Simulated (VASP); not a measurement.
# Au (Fm-3m) in VASP: a series of runs, part 2 of 2

VASP 6.6.1. The steps go on from the part before.

## (4) Relaxation of cell and atoms, LDA, target pressure 170 GPa, at which the enthalpy is minimised

INCAR

```
SYSTEM = Au
PREC = Accurate
ENCUT = 600
EDIFF = 1E-6
ISMEAR = -1
SIGMA = 0.05
LREAL = .False.
LASPH = .True.
NELM = 80
ALGO = Normal
ISIF = 3
LWAVE = .False.
LCHARG = .False.
IBRION = 2
NSW = 60
EDIFFG = -0.005
PSTRESS = 1700.0
```

KPOINTS

```
regular mesh
0
Gamma
  18 18 18
  0 0 0
```

POSCAR

```
Au
1.0
    0.0000000000      1.8058097584      1.8058097584
    1.8058097584      0.0000000000      1.8058097584
    1.8058097584      1.8058097584      0.0000000000
Au
1
Direct
    0.0000000000      0.0000000000      0.0000000000
```

Potentials or basis: VASP PAW LDA potentials, release 64 (Au).

The run is started by

```console
cat potpaw_LDA.64/Au/POTCAR > POTCAR
mpirun -np 1 vasp_std > vasp.out
```

OUTCAR:

```text
SYSTEM = Au
   PREC = Accurate
   ENCUT = 600
   EDIFF = 1E-6
   ISMEAR = -1
   LREAL = .False.
   LASPH = .True.
   NELM = 80
   ISIF = 3
   IBRION = 2
   NSW = 60
   EDIFFG = -0.005
   PSTRESS = 1700.0

 ion  position               nearest neighbor table
   1  0.000  0.000  0.000-

  LATTYP: Found a face centered cubic cell.
 ALAT       =     3.6116195168

  Lattice vectors:

 A1 = (   0.0000000000,   1.8058097584,   1.8058097584)
 A2 = (   1.8058097584,   0.0000000000,   1.8058097584)
 A3 = (   1.8058097584,   1.8058097584,   0.0000000000)

Analysis of symmetry for initial positions (statically):
=====================================================================
 Subroutine PRICEL returns:
 Original cell was already a primitive cell.

 Routine SETGRP: Setting up the symmetry group for a
 face centered cubic supercell.

 Subroutine GETGRP returns: Found 48 space group operations
 (whereof 48 operations were pure point group operations)
 out of a pool of 48 trial point group operations.

The static configuration has the point symmetry O_h .

Analysis of symmetry for dynamics (positions and initial velocities):
=====================================================================
 Subroutine PRICEL returns:
 Original cell was already a primitive cell.

 Routine SETGRP: Setting up the symmetry group for a
 face centered cubic supercell.

 Subroutine GETGRP returns: Found 48 space group operations
 (whereof 48 operations were pure point group operations)
 out of a pool of 48 trial point group operations.

The dynamic configuration has the point symmetry O_h .

 Subroutine INISYM returns: Found 48 space group operations
 (whereof 48 operations are pure point group operations),
 and found     1 'primitive' translations

----------------------------------------------------------------------------------------

                                     Primitive cell
[... 115 lines left out ...]
   LHFCALC =     F    Hartree Fock is set to
   AEXX    =    0.0000 exact exchange contribution
   IVDW    =     0    specifies the selected vdW correction
   LEPSILON=     F    determine dielectric tensor
   LRPA    =     F    only Hartree local field effects (RPA)
 conjugate gradient relaxation of ions
 non-spin polarized calculation
  energy-cutoff  :      600.00
  volume of cell :       11.78
 maximum number of plane-waves:       411
   NGX = 11   NGY = 11   NGZ = 11

--------------------------------------- Ionic step        1  -------------------------------------------

 number of electron      11.0000001 magnetization

 Free energy of the ion-electron system (eV)
  ---------------------------------------------------
  ext. energy  EPLUGINS =         0.00000000
  ---------------------------------------------------
  free energy    TOTEN  =        -2.61977264 eV

  energy without entropy =       -2.61712942  energy(sigma->0) =       -2.61845103

------------------------ aborting loop because EDIFF is reached ----------------------------------------

  FORCE on cell =-STRESS in cart. coord.  units (eV):
  Direction    XX          YY          ZZ          XY          YZ          ZX
  --------------------------------------------------------------------------------------
  -------------------------------------------------------------------------------------
  Total       12.7905206     12.7905206     12.7905206      0.0000000     -0.0000000      0.0000000
  in kB     1740.0143111   1740.0143111   1740.0143111      0.0000000     -0.0000000      0.0000000
  external PRESSURE =      40.0143111 kB  Pullay stress =    1700.0000000 kB
[... 98 lines left out ...]
--------------------------------------- Ionic step        4  -------------------------------------------

 number of electron      11.0000001 magnetization

 Free energy of the ion-electron system (eV)
  ---------------------------------------------------
  ext. energy  EPLUGINS =         0.00000000
  ---------------------------------------------------
  free energy    TOTEN  =        -2.67228858 eV

  energy without entropy =       -2.66964453  energy(sigma->0) =       -2.67096656

 E-fermi :  17.2741     XC(G=0): -15.1859

 val. band max:       17.2518565981   @ k =  -0.2222   0.2778   0.0556
 cond. band min:      17.2956473603   @ k =  -0.2222   0.2778   0.1111
 fundamental gap:      0.0437907622
 Fermi energy:        17.2741086471

 k-point     1 :       0.0000    0.0000    0.0000
  band No.  band energies     occupation
      1       2.4091      2.00000
      2       9.5677      2.00000
      3       9.5677      2.00000
      4       9.5677      2.00000
      5      12.4413      2.00000
      6      12.4413      2.00000
      7      29.9723      0.00000
      8      36.1486      0.00000
      9      36.1486      0.00000
[... 265 lines left out ...]
 k-point    24 :      -0.2222    0.0556    0.0000
  band No.  band energies     occupation
      1       4.8067      2.00000
      2       9.0143      2.00000
      3      10.0812      2.00000
      4      10.1581      2.00000
      5      12.1487      2.00000
      6      13.0869      2.00000
      7      30.1927      0.00000
      8      33.0462      0.00000
      9      38.9715      0.00000

 [... further k-points ...]
[... 5 lines left out ...]
  --------------------------------------------------------------------------------------
  -------------------------------------------------------------------------------------
  Total       12.5437619     12.5437619     12.5437619      0.0000000      0.0000000      0.0000000
  in kB     1699.3866984   1699.3866984   1699.3866984      0.0000000      0.0000000      0.0000000
  external PRESSURE =      -0.6133016 kB  Pullay stress =    1700.0000000 kB
[... 20 lines left out ...]
  energy  without entropy=       -2.6696445340  energy(sigma->0) =       -2.67096656

  enthalpy is  TOTEN    =         9.8760003454 eV   P V=       12.5482889263

 reached required accuracy - stopping structural energy minimisation
```

CONTCAR:

```text
Au
   1.00000000000000
    -0.0000000000000000    1.8083065625136496    1.8083065625136496
     1.8083065625136496   -0.0000000000000000    1.8083065625136496
     1.8083065625136496    1.8083065625136496    0.0000000000000000
  Au
     1
Direct
     0.0000000000000000    0.0000000000000000    0.0000000000000000

  0.00000000E+00  0.00000000E+00  0.00000000E+00
```

It took 41 s on 1 thread of Intel Xeon Platinum 8375C at 2.90GHz (Ice Lake), shared host; peak memory 0.15 GiB.

Results:

```
Free energy                                            : -2.6723 eV
Relaxed volume                                         : 11.83 Å³/atom
Relaxed cell                                           : a = 2.557 Å, b = 2.557 Å, c = 2.557 Å, α = 60.00°, β = 60.00°, γ = 60.00°
Space group after relaxing (to 0.05 Å)                 : Fm-3m (No. 225)
Energy change on relaxing (the enthalpy is what falls) : -52.5 meV/atom
Ionic steps                                            : 4
Pressure after relaxing                                : 169.9 GPa
```

The path:
```
step  energy change (eV)  largest force (eV/Å)  pressure (GPa)  volume (Å³)
   1              0.0000                0.0000          174.00        11.78
   2             -0.4900                0.0000          136.13        12.29
   3             -0.0536                0.0000          169.91        11.83
   4             -0.0525                0.0000          169.94        11.83
```

Final structure:
```
Au
1.0
     0.00000    1.80831    1.80831
     1.80831    0.00000    1.80831
     1.80831    1.80831    0.00000
Au
1
Direct
  0.00000 0.00000 0.00000
```

Caveat: the cell is relaxed towards a set pressure, so the enthalpy falls and the energy may rise; spin-orbit coupling is left out, which moves the levels of the heavy elements.

## (5) Relaxation of cell and atoms, LDA, target pressure 170 GPa, at which the enthalpy is minimised

INCAR

```
  PREC = Accurate
  ENCUT = 600
  EDIFF = 1E-6
  ISMEAR = -1
  SIGMA = 0.05
  LREAL = F
  LASPH = T
  NELM = 80
  ALGO = Normal
  ISIF = 3
  LWAVE = F
  LCHARG = F
  IBRION = 2
  NSW = 32
  EDIFFG = -0.005
  PSTRESS = 1700.0
```

KPOINTS

```
Automatic mesh
0
Gamma
  18 18 18
```

POSCAR

```
Au
1.0
    0.0000000000      1.8063455906      1.8063455906
    1.8063455906      0.0000000000      1.8063455906
    1.8063455906      1.8063455906      0.0000000000
Au
1
Direct
    0.0000000000      0.0000000000      0.0000000000
```

The run is started by

```console
cat potpaw_LDA.64/Au/POTCAR > POTCAR
mpirun -np 1 vasp_std > vasp.out
```

It took 37 s on 1 thread of Intel Xeon Platinum 8375C at 2.90GHz (Ice Lake), shared host; peak memory 0.15 GiB.

The run converged. Its results:

```
Free energy                                            : -2.6730 eV
Relaxed volume                                         : 11.83 Å³/atom
Relaxed cell                                           : a = 2.557 Å, b = 2.557 Å, c = 2.557 Å, α = 60.00°, β = 60.00°, γ = 60.00°
Space group after relaxing (to 0.05 Å)                 : Fm-3m (No. 225)
Energy change on relaxing (the enthalpy is what falls) : -41.8 meV/atom
Ionic steps                                            : 3
Pressure after relaxing                                : 169.9 GPa
```

Step by step:
```
step  energy change (eV)  largest force (eV/Å)  pressure (GPa)  volume (Å³)
   1              0.0000                0.0000          173.14        11.79
   2             -0.3917                0.0000          142.95        12.19
   3             -0.0418                0.0000          169.95        11.83
```

Final structure:
```yaml
crystal:
  lattice:
    - [0.00000, 1.80834, 1.80834]
    - [1.80834, 0.00000, 1.80834]
    - [1.80834, 1.80834, 0.00000]
  atoms:
    - { symbol: Au, position: [0.00000, 0.00000, 0.00000] }
```

Levels at points of the mesh, in eV from the Fermi level:
```csv
k point,band 2,band 3,band 4,band 5,band 6,band 7,band 8,band 9
"(0.00, 0.00, 0.00)",-7.71,-7.71,-7.71,-4.83,-4.83,12.70,18.87,18.87
"(0.50, 0.00, 0.00)",-7.82,-7.82,-3.23,-2.56,-2.56,5.29,12.29,18.97
"(0.50, 0.50, 0.00)",-11.41,-2.61,-1.93,-1.93,-0.43,9.19,10.45,10.45
```

Caveat: the cell is relaxed towards a set pressure, so the enthalpy falls and the energy may rise; spin-orbit coupling is left out, which moves the levels of the heavy elements.

## (6) Summary

| task | cell | cutoff (eV) | gap on the mesh (eV) | pressure (GPa) |
| --- | --- | --- | --- | --- |
| single point | as given | 520 | none | 173.0 |
| relaxation of cell and atoms | relaxed to 170 GPa | 600 | none | 169.9 |
| relaxation of cell and atoms | relaxed to 170 GPa | 600 | none | 169.9 |

Alike in all rows: level LDA; potentials or basis VASP PAW LDA potentials, release 64 (Au); no spin polarisation; k mesh 18 × 18 × 18; smearing fermi-dirac 0.05 eV.

Caveats: spin-orbit coupling is left out, which moves the levels of the heavy elements; the cell is relaxed towards a set pressure, so the enthalpy falls and the energy may rise (some runs).

Absolute energies hang on the potentials; compare differences alone.
